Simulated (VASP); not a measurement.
**Ag: relaxation of cell and atoms with PBE**

The system is Ag.

```
Ag
1.0
     0.00000    2.04500    2.04500
     2.04500    0.00000    2.04500
     2.04500    2.04500    0.00000
Ag
1
Direct
  0.00000 0.00000 0.00000
```

```yaml
Program: VASP 6.6.1
Task: relaxation of cell and atoms
Functional: PBE
Potentials_or_basis: VASP PAW PBE potentials, release 64 (Ag)
Cutoff: 500 eV
k_mesh: 10 × 10 × 10
Occupations: fermi-dirac, width 0.05 eV
Spin: no spin polarisation
Dipole_correction: no
Further_INCAR_settings: ALGO = Normal; EDIFF = 1e-07; IBRION = 2; EDIFFG = -0.03; NSW = 80; ISIF = 3
```

```json
{"Relaxed volume": "17.88 Å³/atom", "Relaxed cell": "a = 2.935 Å, b = 2.935 Å, c = 2.935 Å, α = 60.00°, β = 60.00°, γ = 60.00°", "Space group after relaxing (to 0.1 Å)": "Fm-3m (No. 225)", "Energy gained by relaxing": "10.3 meV/atom", "Ionic steps": "3", "Pressure after relaxing": "0.0 GPa", "Band gap on the k mesh": "zero (an odd number of electrons rules out a gap without spin polarisation)"}
```

Step by step:
```
step  energy change (eV)  largest force (eV/Å)  pressure (GPa)  volume (Å³)
   1              0.0000                0.0000            4.51        17.10
   2             -0.0074                0.0000           -2.07        18.32
   3             -0.0103                0.0000            0.01        17.88
```

Final structure:
```xyz
1
Lattice="0.0000 2.0753 2.0753 2.0753 0.0000 2.0753 2.0753 2.0753 0.0000" Properties=species:S:1:pos:R:3 pbc="T T T"
Ag    0.0000    0.0000    0.0000
```

Levels at points of the mesh, in eV from the Fermi level:
```
           k point  band 2  band 3  band 4  band 5  band 6  band 7  band 8  band 9
(0.00, 0.00, 0.00)   -4.58   -4.58   -4.58   -3.63   -3.63   15.97   19.27   19.27
(0.50, 0.00, 0.00)   -4.60   -4.60   -2.90   -2.90   -0.21    3.41   15.20   17.44
(0.50, 0.50, 0.00)   -5.96   -2.93   -2.71   -2.71    1.71    6.44   10.48   10.48
```

Wall time 9.7 s on 1 thread of AMD EPYC 9R45 96-Core Processor (Zen 5) (shared host), peak memory 0.12 GiB.
